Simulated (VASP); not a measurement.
# PtSe2 (Sudovikovite) (P-3m1) in VASP: further runs, part 3 of 3

VASP 6.6.1. The steps go on from the part before.

### Step 5. Single point, PBE

The input, INCAR:

```
SYSTEM = PtSe2
PREC     = Accurate       ! precision mode
ENCUT    = 520            ! plane-wave cutoff, eV
EDIFF    = 1E-6           ! SCF threshold, eV
ISMEAR   = -1             ! smearing method
SIGMA    = 0.05           ! smearing width, eV
LREAL    = .False.        ! projectors in reciprocal space
LASPH    = .True.         ! aspherical terms in the spheres
NELM     = 80             ! most SCF steps
ALGO     = Normal         ! electronic algorithm
ISIF     = 2              ! what is computed and relaxed
LWAVE    = .False.        ! write WAVECAR
LCHARG   = .False.        ! write CHGCAR
GGA      = PE             ! functional
NBANDS   = 18             ! bands
```

The input, KPOINTS:

```
regular mesh
0
Gamma
  11 11 7
  0 0 0
```

The input, POSCAR:

```
PtSe2
1.0
    3.7240000000      0.0000000000      0.0000000000
   -1.8620000000      3.2250786037      0.0000000000
    0.0000000000      0.0000000000      5.0620000000
Pt Se
1 2
Direct
    0.0000000000      0.0000000000      0.0000000000
    0.6666666667      0.3333333333      0.7500000000
    0.3333333333      0.6666666667      0.2500000000
```

Potentials or basis: VASP PAW PBE potentials, release 64 (Pt, Se).

The run is started by

```console
$ cat potpaw_PBE.64/Pt/POTCAR potpaw_PBE.64/Se/POTCAR > POTCAR
$ mpirun -np 1 vasp_std > vasp.out
```

OUTCAR:

```text
SYSTEM = PtSe2
   PREC = Accurate
   ENCUT = 520
   EDIFF = 1E-6
   ISMEAR = -1
   LREAL = .False.
   LASPH = .True.
   NELM = 80
   ISIF = 2
   GGA = PE

 ion  position               nearest neighbor table
   1  0.000  0.000  0.000-   2 2.49   3 2.49   2 2.49   3 2.49   2 2.49   3 2.49
   2  0.667  0.333  0.750-   1 2.49   1 2.49   1 2.49
   3  0.333  0.667  0.250-   1 2.49   1 2.49   1 2.49

  LATTYP: Found a hexagonal cell.
 ALAT       =     3.7240000000
 C/A-ratio  =     1.3592910849
[... 696 lines left out ...]

  FORCE on cell =-STRESS in cart. coord.  units (eV):
  Direction    XX          YY          ZZ          XY          YZ          ZX
  --------------------------------------------------------------------------------------
  -------------------------------------------------------------------------------------
  Total        3.0279685      3.0279685      2.2680921     -0.0000000      0.0000000      0.0000000
  in kB       79.7975989     79.7975989     59.7721886     -0.0000000      0.0000000      0.0000000
  external PRESSURE =      73.1224621 kB  Pullay stress =       0.0000000 kB

 VOLUME and BASIS-vectors are now :
 -----------------------------------------------------------------------------
  energy-cutoff  :      520.00
  volume of cell :       60.80
      direct lattice vectors                 reciprocal lattice vectors
     3.724000000  0.000000000  0.000000000     0.268528464  0.155034981  0.000000000
    -1.862000000  3.225078604  0.000000000     0.000000000  0.310069962  0.000000000
     0.000000000  0.000000000  5.062000000     0.000000000  0.000000000  0.197550375

 POSITION                                       TOTAL-FORCE (eV/Angst)
 -----------------------------------------------------------------------------------
      0.00000      0.00000      0.00000        -0.000000      0.000000      0.000000
      1.86200      1.07503      3.79650         0.000000     -0.000000     -0.569439
     -0.00000      2.15005      1.26550        -0.000000      0.000000      0.569439
 -----------------------------------------------------------------------------------
    total drift:                               -0.000000     -0.000000     -0.000000

  FREE ENERGIE OF THE ION-ELECTRON SYSTEM (eV)
  ---------------------------------------------------
  free  energy   TOTEN  =       -14.1891266464 eV

  energy  without entropy=      -14.1841237484  energy(sigma->0) =      -14.18662520
```

OSZICAR:

```text
N       E                     dE             d eps       ncg     rms          rms(c)
DAV:   1     0.111934376852E+03    0.11193E+03   -0.10097E+04  3432   0.108E+03
DAV:   2    -0.968466237194E+01   -0.12162E+03   -0.11768E+03  4182   0.212E+02
DAV:   3    -0.149381483832E+02   -0.52535E+01   -0.51784E+01  4102   0.436E+01
DAV:   4    -0.149794601762E+02   -0.41312E-01   -0.41292E-01  4240   0.417E+00
DAV:   5    -0.149798654177E+02   -0.40524E-03   -0.40523E-03  4078   0.409E-01    0.131E+01
DAV:   6    -0.144019231292E+02    0.57794E+00   -0.40987E+00  3520   0.186E+01    0.796E+00
DAV:   7    -0.142085501041E+02    0.19337E+00   -0.79171E-01  3486   0.877E+00    0.400E+00
DAV:   8    -0.141909462420E+02    0.17604E-01   -0.45997E-02  3718   0.159E+00    0.808E-01
DAV:   9    -0.141889243754E+02    0.20219E-02   -0.66618E-03  3832   0.785E-01    0.169E-01
DAV:  10    -0.141891234517E+02   -0.19908E-03   -0.10334E-03  4018   0.208E-01    0.450E-02
DAV:  11    -0.141891250899E+02   -0.16382E-05   -0.45957E-05  4360   0.613E-02    0.253E-02
DAV:  12    -0.141891262023E+02   -0.11124E-05   -0.99070E-06  3684   0.221E-02    0.248E-03
DAV:  13    -0.141891266464E+02   -0.44409E-06   -0.73244E-07  2690   0.560E-03
   1 F= -.14189127E+02 E0= -.14186625E+02  d E =-.500290E-02
```

stdout:

```text
POSCAR found type information on POSCAR PtSe
 POSCAR found :  2 types and       3 ions
 scaLAPACK will be used
 LDA part: xc-table for (Slater+PW92), standard interpolation
 POSCAR, INCAR and KPOINTS ok, starting setup
 FFT: planning ... GRIDC
 FFT: planning ... GRID_SOFT
 FFT: planning ... GRID
 WAVECAR not read
 entering main loop
```

Wall time 48 s (1 thread of AMD EPYC 9R45 (Zen 5), shared host); peak memory 0.22 GiB.

What came out:

* Free energy: -14.1891 eV
* Pressure: 7.3 GPa
* Largest force: 0.569 eV/Å
* Band gap on the k mesh: zero (band 11 reaches 6.94 eV, above the bottom of band 12 at 6.44 eV)

Forces in eV/Å, atoms in the order of the input:
```
Pt   0.000  0.000  0.000
Se   0.000  0.000 -0.569
Se   0.000  0.000  0.569
```

Stress tensor (GPa, compression positive):
```
7.98 0.00 0.00
0.00 7.98 0.00
0.00 0.00 5.98
```

Caveat: spin-orbit coupling is left out, which moves the levels of the heavy elements.

### Step 6. Relaxation of cell and atoms, r2SCAN

POSCAR is that of step 5.

The input, INCAR.step1:

```
SYSTEM = PtSe2
ALGO = Normal ; EDIFF = 1E-4
ENCUT = 600 ; GGA = PE
ISMEAR = -1 ; LASPH = .TRUE.
LCHARG = .FALSE. ; LREAL = .FALSE.
LWAVE = .TRUE. ; NELM = 80
PREC = Accurate ; SIGMA = 0.05
```

The input, INCAR.step2:

```
SYSTEM = PtSe2
ALGO = Normal ; EDIFF = 1E-6
EDIFFG = -0.01 ; ENCUT = 600
IBRION = 2 ; ISIF = 3
ISMEAR = -1 ; ISTART = 1
LASPH = .TRUE. ; LCHARG = .FALSE.
LMIXTAU = .TRUE. ; LREAL = .FALSE.
LWAVE = .FALSE. ; METAGGA = R2SCAN
NELM = 80 ; NSW = 60
PREC = Accurate ; SIGMA = 0.05
```

The input, KPOINTS:

```
k-points
0
G
  8 8 5
  0 0 0
```

Potentials or basis: VASP PAW PBE potentials, release 64 (Pt, Se).

The run is started by

```console
$ cat potpaw_PBE.64/Pt/POTCAR potpaw_PBE.64/Se/POTCAR > POTCAR
$ cp INCAR.step1 INCAR
$ mpirun -np 1 vasp_std > vasp.out
$ cp INCAR.step2 INCAR
$ mpirun -np 1 vasp_std > vasp.out
```

Run time: 19 min. Hardware: 1 thread of AMD EPYC 9R45 (Zen 5), shared host; peak memory 0.21 GiB.

The run converged. Its results:

* Free energy: -81.4966 eV
* Relaxed volume: 23.16 Å³/atom
* Relaxed cell: a = 3.719 Å, b = 3.719 Å, c = 5.801 Å, α = 90.00°, β = 90.00°, γ = 120.00°
* Space group after relaxing (to 0.05 Å): P-3m1 (No. 164)
* Energy gained by relaxing: 23.3 meV/atom
* Ionic steps: 19
* Pressure after relaxing: 0.0 GPa
* Band gap on the k mesh: 0.65 eV, indirect (least direct gap 1.01 eV)

Forces on the atoms (eV/Å):
```
Pt   0.000  0.000  0.000
Se   0.000  0.000  0.003
Se   0.000  0.000 -0.003
```

The path:
```
step  energy change (eV)  largest force (eV/Å)  pressure (GPa)  volume (Å³)
   1              0.0000                0.3900            5.02        60.80
   2              0.0580                0.7959           -6.60        66.56
   3             -0.0335                0.1024            0.03        62.87
   4             -0.0335                0.0935            0.13        62.83
   5             -0.0370                0.1084            0.13        63.04
   6             -0.0450                0.1506            0.17        63.66
   7             -0.0507                0.2332            0.42        64.85
   8             -0.0537                0.2283            0.23        65.25
   9             -0.0606                0.2107           -0.28        66.43
  10             -0.0667                0.1665           -1.02        68.83
  11             -0.0696                0.0005            0.05        68.87
  12             -0.0697                0.0085            0.10        68.88
  13             -0.0697                0.0079            0.09        68.95
  14             -0.0698                0.0104            0.06        69.16
  15             -0.0699                0.0160            0.02        69.59
  16             -0.0699                0.0151            0.03        69.51
  17             -0.0699                0.0088           -0.09        69.55
  18             -0.0699                0.0005           -0.06        69.53
  19             -0.0699                0.0026            0.00        69.49
```

Final structure:
```xyz
3
Lattice="3.7191 0.0000 0.0000 -1.8596 3.2209 0.0000 0.0000 0.0000 5.8010" Properties=species:S:1:pos:R:3 pbc="T T T"
Pt    0.0000    0.0000    5.8010
Se    1.8596    1.0736    4.4899
Se    0.0000    2.1473    1.3111
```

Levels at points of the mesh, in eV from the valence-band top:
| k point | band 9 | band 10 | band 11 | band 12 | band 13 | band 14 |
| --- | --- | --- | --- | --- | --- | --- |
| (0.00, 0.00, 0.00) | -0.61 | -0.61 | -0.01 | 2.37 | 2.37 | 4.81 |
| (0.50, 0.00, 0.00) | -2.71 | -2.65 | -2.59 | 1.57 | 2.50 | 5.01 |

Caveat: the PAW data sets were made with another functional, which shifts forces and pressure a little; spin-orbit coupling is left out, which moves the levels of the heavy elements; the volume moved by +14 % from the deposited cell, more than functionals usually miss.

### Step 7. Overview

```tsv
task	level	potentials or basis	spin	cell	k mesh	cutoff (eV)	gap on the mesh (eV)	pressure (GPa)	relaxed volume (Å³/atom)	largest force (eV/Å)
relaxation of cell and atoms	BLYP+D4	VASP PAW PBE potentials, release 64 (Pt, Se)	off	relaxed	8 × 8 × 5	600	none	0.0	20.42	-
relaxation of cell and atoms	PBE	VASP PAW PBE potentials, release 64 (Pt, Se)	off	relaxed	8 × 8 × 5	600	0.85	0.0	26.22	0.01
single point	LDA	VASP PAW LDA potentials, release 64 (Pt, Se)	non-collinear, zero start, SOC	as given	6 × 6 × 4	520	-	0.1	-	0.27
single point	PBE	VASP PAW PBE potentials, release 64 (Pt, Se)	off	as given	11 × 11 × 7	520	none	7.3	-	0.57
relaxation of cell and atoms	r2SCAN	VASP PAW PBE potentials, release 64 (Pt, Se)	off	relaxed	8 × 8 × 5	600	0.65	0.0	23.16	-
```

Alike in all rows: smearing fermi-dirac 0.05 eV.

Caveats: spin-orbit coupling is left out, which moves the levels of the heavy elements (some runs); the PAW data sets were made with another functional, which shifts forces and pressure a little (some runs); pairwise dispersion overbinds metals, which lowers pressure and volume (some runs); the volume moved by over 15 % at a fixed basis, so the end points are rough (some runs); this functional lacks dispersion, which binds the layers, so the pressure and a relaxed spacing across them are unreliable (some runs); the volume moved by +29 % from the deposited cell, more than functionals usually miss (some runs); the volume moved by +14 % from the deposited cell, more than functionals usually miss (some runs).

Total energies depend on the potentials used, so only differences within one code and one set of settings carry meaning.
